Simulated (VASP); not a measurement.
Runs of VASP 6.6.1 on Fe. The structure is that of space group Im-3m (No. 229), or close to it. The cells are those of the table. 

```tsv
task	spin	cell	gap on the mesh (eV)	pressure (GPa)	moment (μB)
single point	collinear, ferromagnetic start	a = 2.419 Å, angles 109.5°, 1 atom	none	(b)	2.14
single point	off	a = 2.452 Å, angles 109.5°, 1 atom	none	-18.0	-
single point	collinear, ferromagnetic start	a = 2.484 Å, angles 109.5°, 1 atom	none	(a)	2.25
single point	collinear, ferromagnetic start	a = 2.452 Å, angles 109.5°, 1 atom	none	-0.3	2.18
electric field gradients	collinear, ferromagnetic start	a = 2.452 Å, angles 109.5°, 1 atom	none	-0.3	2.18
single point	collinear, ferromagnetic start	a = 2.468 Å, angles 109.5°, 1 atom	none	-3.8	2.21
single point	collinear, ferromagnetic start	a = 2.435 Å, angles 109.5°, 1 atom	none	4.0	2.15
```

Alike in all rows: level PBE; potentials or basis VASP PAW PBE potentials, release 64 (Fe); k mesh 22 × 22 × 22; cutoff (eV) 520; smearing gaussian 0.05 eV.

Task: Estimate the missing entries.

Result: (a) -6.9; (b) 9.0.

Caveats: the cell stands under tension (at least some runs); the cell stands under pressure (at least some runs).

A gap of «none» marks levels without a gap at the run's occupations.
